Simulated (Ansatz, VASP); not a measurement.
CaO: VASP beside Ansatz

```
CELL_PARAMETERS angstrom
0.00000 2.39768 2.39768
2.39768 0.00000 2.39768
2.39768 2.39768 0.00000
ATOMIC_POSITIONS crystal
Ca 0.00000 0.00000 0.00000
O 0.50000 0.50000 0.50000
```

Alike in both runs: functional r2SCAN; k mesh 8 × 8 × 8; occupations gaussian, width 0.02 eV; no spin polarisation.

Ansatz relaxed the structure, and its values are those at the end. VASP's run is a single point on that final structure, the one shown.

|  | VASP | Ansatz |
| --- | --- | --- |
| version | VASP 6.6.1 | Ansatz 0.2.0 |
| potentials or method | VASP PAW PBE potentials, release 64 (Ca_sv, O), cutoff 520 eV | scalar-relativistic, plane waves, PAW |
| valence electrons in the cell | 16 | 16 |

Ansatz gave:

| Quantity | Value |
| --- | --- |
| gap on the k mesh at the Fermi level (eV) | 4.20 |
| least direct gap on the mesh (eV) | 4.57 |
| pressure (GPa) | 0.0 |

**Question.** Which values does VASP return?

**Answer.** gap on the k mesh at the Fermi level (eV): 4.19; least direct gap on the mesh (eV): 4.56; pressure (GPa): 1.0.

VASP's potentials were made for PBE, not for r2SCAN. With one functional, cell and mesh, what is left measures potentials, basis and numerics.
